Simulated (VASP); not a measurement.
# CdTe (F-43m) in VASP: further runs

The runs below take CdTe through single point, with HSE06.

All numbers are computed with VASP 6.6.1; they aren't measurements. Logs are shortened: lines on timing, memory, paths and dates and some standing lists are left out, and cuts for length are marked.

## 1. The cell of the first run

Symmetry: F-43m, No. 216, cubic system. Conventional cell: a = 6.691 Å, b = 6.691 Å, c = 6.691 Å, α = 90.00°, β = 90.00°, γ = 90.00°. Within 3.8 Å of Cd (site symmetry -43m) lie 4 Te at 2.90 Å. Te (site symmetry -43m) has 4 Cd at 2.90 Å within 3.8 Å.

## 2. Single point, HSE06 (strain +2.0%)

POSCAR reads:

```
CdTe
1.0
    0.0000000000      3.3455542185      3.3455542185
    3.3455542185      0.0000000000      3.3455542185
    3.3455542185      3.3455542185      0.0000000000
Cd Te
1 1
Direct
    0.0000000000      0.0000000000      0.0000000000
    0.2500000000      0.2500000000      0.2500000000
```

INCAR.step1 reads:

```
  ALGO = Normal
  EDIFF = 1E-5
  ENCUT = 520
  GGA = PE
  ISIF = 2
  ISMEAR = 0
  LASPH = True
  LCHARG = False
  LREAL = False
  LWAVE = True
  NBANDS = 16
  NELM = 60
  PREC = Accurate
  SIGMA = 0.01
```

INCAR.step2 reads:

```
  ALGO = Normal
  EDIFF = 1E-6
  ENCUT = 520
  GGA = PE
  HFSCREEN = 0.2079
  ISIF = 2
  ISMEAR = 0
  ISTART = 1
  LASPH = True
  LCHARG = False
  LHFCALC = True
  LREAL = False
  LWAVE = False
  NBANDS = 16
  NELM = 60
  PREC = Accurate
  PRECFOCK = Normal
  SIGMA = 0.01
```

KPOINTS reads:

```
k-points
0
Gamma
  4 4 4
```

Potentials or basis: VASP PAW PBE potentials, release 64 (Cd, Te).

Launch:

```console
$ cat potpaw_PBE.64/Cd/POTCAR potpaw_PBE.64/Te/POTCAR > POTCAR
$ cp INCAR.step1 INCAR
$ mpirun -np 1 vasp_std > vasp.out
$ cp INCAR.step2 INCAR
$ mpirun -np 1 vasp_std > vasp.out
```

OUTCAR:

```text
EDIFF = 1E-6
   ENCUT = 520
   GGA = PE
   HFSCREEN = 0.2079
   ISIF = 2
   ISMEAR = 0
   ISTART = 1
   LASPH = True
   LHFCALC = True
   LREAL = False
   NELM = 60
   PREC = Accurate
   PRECFOCK = Normal

 ion  position               nearest neighbor table
   1  0.000  0.000  0.000-   2 2.90   2 2.90   2 2.90   2 2.90
   2  0.250  0.250  0.250-   1 2.90   1 2.90   1 2.90   1 2.90

  LATTYP: Found a face centered cubic cell.
 ALAT       =     6.6911084370

  Lattice vectors:

 A1 = (   0.0000000000,   3.3455542185,   3.3455542185)
 A2 = (   3.3455542185,   0.0000000000,   3.3455542185)
 A3 = (   3.3455542185,   3.3455542185,   0.0000000000)

Analysis of symmetry for initial positions (statically):
=====================================================================
 Subroutine PRICEL returns:
 Original cell was already a primitive cell.

 Routine SETGRP: Setting up the symmetry group for a
 face centered cubic supercell.

 Subroutine GETGRP returns: Found 24 space group operations
 (whereof 24 operations were pure point group operations)
 out of a pool of 48 trial point group operations.

The static configuration has the point symmetry T_d .

Analysis of symmetry for dynamics (positions and initial velocities):
=====================================================================
 Subroutine PRICEL returns:
 Original cell was already a primitive cell.

 Routine SETGRP: Setting up the symmetry group for a
 face centered cubic supercell.

 Subroutine GETGRP returns: Found 24 space group operations
 (whereof 24 operations were pure point group operations)
 out of a pool of 48 trial point group operations.

The dynamic configuration has the point symmetry T_d .

 Subroutine INISYM returns: Found 24 space group operations
 (whereof 24 operations are pure point group operations),
 and found     1 'primitive' translations

----------------------------------------------------------------------------------------

                                     Primitive cell

  volume of cell :      74.8918

  direct lattice vectors                    reciprocal lattice vectors
     0.000000000  3.345554218  3.345554218    -0.149452069  0.149452069  0.149452069
     3.345554218  0.000000000  3.345554218     0.149452069 -0.149452069  0.149452069
     3.345554218  3.345554218  0.000000000     0.149452069  0.149452069 -0.149452069

  length of vectors
     4.731328149  4.731328149  4.731328149     0.258858577  0.258858577  0.258858577

  position of ions in fractional coordinates (direct lattice)
     0.000000000  0.000000000  0.000000000
     0.250000000  0.250000000  0.250000000

  ion indices of the primitive-cell ions
   primitive index   ion index
                 1           1
                 2           2

----------------------------------------------------------------------------------------

 KPOINTS: k-points

Automatic generation of k-mesh.
 Grid dimensions read from file:
 generate k-points for:    4    4    4

 Generating k-lattice:

  Cartesian coordinates                     Fractional coordinates (reciprocal lattice)
    -0.037363017  0.037363017  0.037363017     0.250000000  0.000000000  0.000000000
     0.037363017 -0.037363017  0.037363017     0.000000000  0.250000000  0.000000000
     0.037363017  0.037363017 -0.037363017     0.000000000  0.000000000  0.250000000

  Length of vectors
     0.064714644  0.064714644  0.064714644

  Shift w.r.t. Gamma in fractional coordinates (k-lattice)
     0.000000000  0.000000000  0.000000000

 Subroutine IBZKPT returns following result:
 ===========================================

 Found      8 irreducible k-points:

 Following reciprocal coordinates:
            Coordinates               Weight
  0.000000  0.000000  0.000000      1.000000
  0.250000  0.000000  0.000000      8.000000
  0.500000  0.000000  0.000000      4.000000
  0.250000  0.250000  0.000000      6.000000
  0.500000  0.250000  0.000000     24.000000
 -0.250000  0.250000  0.000000     12.000000
  0.500000  0.500000  0.000000      3.000000
 -0.250000  0.500000  0.250000      6.000000
   k-points           NKPTS =      8   k-points in BZ     NKDIM =     64   number of bands    NBANDS=     16
   number of dos      NEDOS =    301   number of ions     NIONS =      2
   total plane-waves  NPLWV =  46656
   dimension x,y,z NGX =    36 NGY =   36 NGZ =   36
   dimension x,y,z NGXF=    72 NGYF=   72 NGZF=   72
   ions per type =               1   1
   NGX,Y,Z   is equivalent  to a cutoff of  12.65, 12.65, 12.65 a.u.
   NGXF,Y,Z  is equivalent  to a cutoff of  25.30, 25.30, 25.30 a.u.
 SYSTEM =  unknown system
   PREC   = accura    normal or accurate (medium, high low for compatibility)
   ISTART =      1    job   : 0-new  1-cont  2-samecut
   ICHARG =      0    charge: 1-file 2-atom 10-const
   ISPIN  =      1    spin polarized calculation?
   LNONCOLLINEAR =      F non collinear calculations
   LSORBIT =      F    spin-orbit coupling
   LASPH  =      T    aspherical Exc in radial PAW
   ENCUT  =  520.0 eV  38.22 Ry    6.18 a.u.   8.80  8.80  8.80*2*pi/ulx,y,z
   NELM   =     60;   NELMIN=  2; NELMDL=  0     # of ELM steps
   EDIFF  = 0.1E-05   stopping-criterion for ELM
   LREAL  =      F    real-space projection
   EDIFFG = 0.1E-04   stopping-criterion for IOM
   NSW    =      0    number of steps for IOM
   IBRION =     -1    ionic relax: 0-MD 1-quasi-New 2-CG
   NFREE  =      0    steps in history (QN), initial steepest desc. (CG)
   ISIF   =      2    stress and relaxation
   ISYM   =      3    0-nonsym 1-usesym 2-fastsym
   POTIM  = 0.5000    time-step for ionic-motion
   TEBEG  =    0.0;   TEEND  =   0.0 temperature during run
   PSTRESS=    0.0 pullay stress
   NELECT =      18.0000    total number of electrons
   NUPDOWN=      -1.0000    fix difference up-down
   EMIN   =  10.00;   EMAX   =-10.00  energy-range for DOS
   EFERMI =   0.00;   METHOD = LEGACY
   ISMEAR =     0;   SIGMA  =   0.01  broadening in eV -4-tet -1-fermi 0-gaus
   EFERMI_NEDOS =   21; number of points for ismear=-14 and -15
   IALGO  =     38    algorithm
   IMIX   =      1    mixing-type and parameters
     AMIX     =   0.40;   BMIX     =  1.00
     AMIX_MAG =   1.60;   BMIX_MAG =  1.00
  volume/ion in A,a.u.               =      37.45       252.70
  Fermi-wavevector in a.u.,A,eV,Ry     =   1.017859  1.923474 14.096137  1.036037
  Thomas-Fermi vector in A             =   2.151284
   LORBIT       =      0    0 simple, 1 ext, 2 COOP (PROOUT), +10 PAW based schemes
   GGA     = PE    functional components
   LHFCALC =     T    Hartree Fock is set to
   PRECFOCK=normal    Normal, Fast or Accurate (Low or Medium for compatibility)
   ENCUT4O =  -1.0   cutoff for four orbital integrals eV
   NKREDX  =     1    reduce k-point grid by
   NKREDY  =     1    reduce k-point grid by
   NKREDZ  =     1    reduce k-point grid by
   AEXX    =    0.2500 exact exchange contribution
   HFSCREEN=    0.2079 screening length (either q_TF or 0.3 A-1)
   HFSCREENC=   0.2079 screening length for correlation (either q_TF or 0.3 A-1)
   ENCUTFOCK=  -1.0 apply spherical cutoff to Coloumb kernel
   IVDW    =     0    specifies the selected vdW correction
   LEPSILON=     F    determine dielectric tensor
   LRPA    =     F    only Hartree local field effects (RPA)
 non-spin polarized calculation
 Gauss-broadening in eV      SIGMA  =   0.01
  energy-cutoff  :      520.00
  volume of cell :       74.89
 maximum number of plane-waves:      2044
  NGX = 28; NGY = 28; NGZ = 28

 number of electron      17.9999998 magnetization

 Free energy of the ion-electron system (eV)
  ---------------------------------------------------
  ext. energy  EPLUGINS =         0.00000000
  ---------------------------------------------------
  free energy    TOTEN  =        -5.97085026 eV

  energy without entropy =       -5.97085026  energy(sigma->0) =       -5.97085026

 E-fermi :   1.1455     XC(G=0):  -6.8315

 val. band max:        1.0405344174   @ k =   0.0000   0.0000   0.0000
 cond. band min:       2.2896879845   @ k =   0.0000   0.0000   0.0000
 fundamental gap:      1.2491535671
 Fermi energy:         1.1454921991

 k-point     1 :       0.0000    0.0000    0.0000
  band No.  band energies     occupation
      1     -10.5545      2.00000
      2      -8.3138      2.00000
      3      -8.3138      2.00000
      4      -8.3138      2.00000
      5      -8.1155      2.00000
      6      -8.1155      2.00000
      7       1.0405      2.00000
      8       1.0405      2.00000
      9       1.0405      2.00000
     10       2.2897      0.00000
     11       6.5465      0.00000
     12       6.5465      0.00000
     13       6.5465      0.00000
     14       9.3517      0.00000
     15      11.1800      0.00000
     16      11.1800      0.00000

 k-point     2 :       0.2500    0.0000    0.0000
  band No.  band energies     occupation
      1     -10.3996      2.00000
      2      -8.2877      2.00000
      3      -8.2877      2.00000
      4      -8.1157      2.00000
      5      -8.1157      2.00000
      6      -8.1036      2.00000
      7      -1.5503      2.00000
      8       0.6653      2.00000
      9       0.6653      2.00000
     10       3.6376      0.00000
     11       7.0679      0.00000
     12       7.0679      0.00000
     13       7.0852      0.00000
     14      10.2206      0.00000
     15      10.3166      0.00000
     16      10.3166      0.00000

 k-point     3 :       0.5000    0.0000    0.0000
  band No.  band energies     occupation
      1     -10.2599      2.00000
      2      -8.2668      2.00000
      3      -8.2668      2.00000
      4      -8.1100      2.00000
      5      -8.1100      2.00000
      6      -7.7423      2.00000
      7      -3.1435      2.00000
      8       0.3507      2.00000
      9       0.3507      2.00000
     10       3.5385      0.00000
     11       7.1029      0.00000
     12       7.1029      0.00000
     13       8.8804      0.00000
     14      10.4036      0.00000
     15      12.1747      0.00000
     16      12.1747      0.00000

 k-point     4 :       0.2500    0.2500    0.0000
  band No.  band energies     occupation
      1     -10.3511      2.00000
      2      -8.2582      2.00000
      3      -8.2582      2.00000
      4      -8.1599      2.00000
      5      -8.1047      2.00000
      6      -8.0401      2.00000
      7      -1.5378      2.00000
      8       0.0826      2.00000
      9       0.0826      2.00000
     10       4.6224      0.00000
     11       5.1733      0.00000
     12       8.3062      0.00000
     13       8.3062      0.00000
     14       8.6042      0.00000
     15      11.7423      0.00000
     16      12.4263      0.00000

 k-point     5 :       0.5000    0.2500    0.0000
  band No.  band energies     occupation
      1     -10.2182      2.00000
      2      -8.2406      2.00000
      3      -8.2308      2.00000
      4      -8.1411      2.00000
      5      -8.1044      2.00000
      6      -7.6759      2.00000
      7      -2.8459      2.00000
      8      -0.8245      2.00000
      9      -0.1885      2.00000
     10       4.7438      0.00000
     11       6.2854      0.00000
     12       7.9721      0.00000
     13       8.6000      0.00000
     14      10.7324      0.00000
     15      12.3644      0.00000
     16      12.8375      0.00000

 k-point     6 :      -0.2500    0.2500    0.0000
  band No.  band energies     occupation
      1     -10.2605      2.00000
      2      -8.2564      2.00000
      3      -8.2524      2.00000
      4      -8.1204      2.00000
      5      -8.1185      2.00000
      6      -7.7918      2.00000
      7      -2.5089      2.00000
      8      -0.8792      2.00000
      9       0.3264      2.00000
     10       4.8313      0.00000
     11       7.0653      0.00000
     12       7.3553      0.00000
     13       7.7563      0.00000
     14       9.8905      0.00000
     15      11.3501      0.00000
     16      12.9041      0.00000

 k-point     7 :       0.5000    0.5000    0.0000
  band No.  band energies     occupation
      1     -10.1771      2.00000
      2      -8.1979      2.00000
      3      -8.1979      2.00000
      4      -8.1774      2.00000
      5      -8.0939      2.00000
      6      -7.5899      2.00000
      7      -3.0852      2.00000
      8      -0.6351      2.00000
      9      -0.6351      2.00000
     10       4.4934      0.00000
     11       4.4990      0.00000
     12      10.4616      0.00000
     13      10.8836      0.00000
     14      10.8836      0.00000
     15      12.7314      0.00000
     16      13.3271      0.00000

 k-point     8 :      -0.2500    0.5000    0.2500
  band No.  band energies     occupation
      1     -10.1789      2.00000
      2      -8.2272      2.00000
      3      -8.2150      2.00000
      4      -8.1371      2.00000
      5      -8.1130      2.00000
      6      -7.5355      2.00000
      7      -2.9366      2.00000
      8      -1.0799      2.00000
      9      -0.8958      2.00000
     10       5.9349      0.00000
     11       6.4795      0.00000
     12       7.3616      0.00000
     13       8.1855      0.00000
     14      11.3303      0.00000
     15      12.8658      0.00000
     16      13.0402      0.00000

------------------------ aborting loop because EDIFF is reached ----------------------------------------

  FORCE on cell =-STRESS in cart. coord.  units (eV):
  Direction    XX          YY          ZZ          XY          YZ          ZX
  --------------------------------------------------------------------------------------
  -------------------------------------------------------------------------------------
  Total       -0.8893854     -0.8893854     -0.8893854     -0.0000000     -0.0000000      0.0000000
  in kB      -19.0268262    -19.0268262    -19.0268262     -0.0000000     -0.0000000      0.0000000
  external PRESSURE =     -19.0268262 kB  Pullay stress =       0.0000000 kB

 VOLUME and BASIS-vectors are now :
 -----------------------------------------------------------------------------
  energy-cutoff  :      520.00
  volume of cell :       74.89
      direct lattice vectors                 reciprocal lattice vectors
     0.000000000  3.345554218  3.345554218    -0.149452069  0.149452069  0.149452069
     3.345554218  0.000000000  3.345554218     0.149452069 -0.149452069  0.149452069
     3.345554218  3.345554218  0.000000000     0.149452069  0.149452069 -0.149452069

 POSITION                                       TOTAL-FORCE (eV/Angst)
 -----------------------------------------------------------------------------------
      0.00000      0.00000      0.00000        -0.000000      0.000000      0.000000
      1.67278      1.67278      1.67278         0.000000     -0.000000     -0.000000
 -----------------------------------------------------------------------------------
    total drift:                                0.000017      0.000024      0.000013

  FREE ENERGIE OF THE ION-ELECTRON SYSTEM (eV)
  ---------------------------------------------------
  free  energy   TOTEN  =        -5.9708502643 eV

  energy  without entropy=       -5.9708502643  energy(sigma->0) =       -5.97085026
```

It took 8.1 min on 1 thread of Intel Xeon Platinum 8488C (Sapphire Rapids), shared host; peak memory 0.31 GiB.

What came out:

| Item | Value |
| --- | --- |
| Free energy | -5.9709 eV |
| Pressure | -1.9 GPa |
| Band gap on the k mesh | 1.25 eV |

Caveat: the cell differs from its parent crystal (strain +2.0%); the PAW data sets were made with another functional, which shifts forces and pressure a little; spin-orbit coupling is left out, which moves the levels of the heavy elements.

[end of part 1 of 2]
